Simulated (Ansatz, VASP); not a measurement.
**Two plane-wave programs on ZrWN2**

The input INCAR:

```
PREC = Accurate
ENCUT = 520
EDIFF = 1E-7
ISMEAR = 0
SIGMA = 0.1
LREAL = False
LASPH = True
NELM = 150
ALGO = Normal
ISIF = 2
LWAVE = False
LCHARG = False
ISPIN = 2
MAGMOM = 0 0 0 0
LORBIT = 11
LMAXMIX = 4
GGA = PE
NBANDS = 30
```

File KPOINTS:

```
Automatic mesh
0
Gamma
  6 6 4
```

Contents of POSCAR:

```
ZrWN2
1.0
    2.9793991100      0.0000000000      0.0000000000
   -1.4896995600      2.5802353200      0.0000000000
    0.0000000000      0.0000000000      5.8396222600
Zr W N
1 1 2
Direct
    0.0000000000      0.0000000000      0.5000000000
    0.0000000000      0.0000000000      0.0000000000
    0.3333333300      0.6666666700      0.2500000000
    0.3333333300      0.6666666700      0.7500000000
```

Input for Ansatz:

```yaml
crystal:
  lattice:
    - [2.97939911, 0.0, 0.0]
    - [-1.48969956, 2.58023532, 0.0]
    - [0.0, 0.0, 5.83962226]
  atoms:
    - { symbol: Zr, position: [0.0, 0.0, 0.5] }
    - { symbol: W, position: [0.0, 0.0, 0.0] }
    - { symbol: "N", position: [0.33333333, 0.66666667, 0.25] }
    - { symbol: "N", position: [0.33333333, 0.66666667, 0.75] }
basis:
  ecutwfc: 420
kpoints:
  mp_grid: { grid: [6, 6, 4] }
hamiltonian:
  xc: pbe
scf:
  occupations: { method: gaussian, width: 0.1 }
  lower_state_search: "off"
output:
  forces: true
  stress: true
  eigenvalues: true
  populations: true
magnetization:
  spin_polarized: true
```

Alike in both runs: task single point; functional PBE; k mesh 6 × 6 × 4; occupations gaussian, width 0.1 eV; collinear spin.

|  | VASP | Ansatz |
| --- | --- | --- |
| version | VASP 6.6.1 | Ansatz 0.2.0 |
| potentials or method | VASP PAW PBE potentials, release 64 (Zr_sv, W_sv, N), cutoff 520 eV | scalar-relativistic, plane waves, PAW |
| valence electrons in the cell | 36 | 36 |

VASP gave:

```
gap on the k mesh at the Fermi level (eV)                     : none
pressure (GPa)                                                : 0.9
traceless stress, the component that is largest in VASP (GPa) : -0.14
rms of the force components (eV/Å)                            : 1.005
```

Question: Which values does Ansatz return?

Answer: gap on the k mesh at the Fermi level (eV): none; pressure (GPa): 0.2; traceless stress, the component that is largest in VASP (GPa): -0.29; rms of the force components (eV/Å): 1.019.

Atom by atom the forces differ by 0.014 eV/Å (rms over components). A gap of «none» marks a metal or a gap that the smearing closes. The functional is the same, so the differences come from potentials, cutoffs and numerics. Ansatz's warnings: no starting moments.

The k mesh is coarse, so the values compare programs but aren't converged. Neither program's run includes spin-orbit coupling.
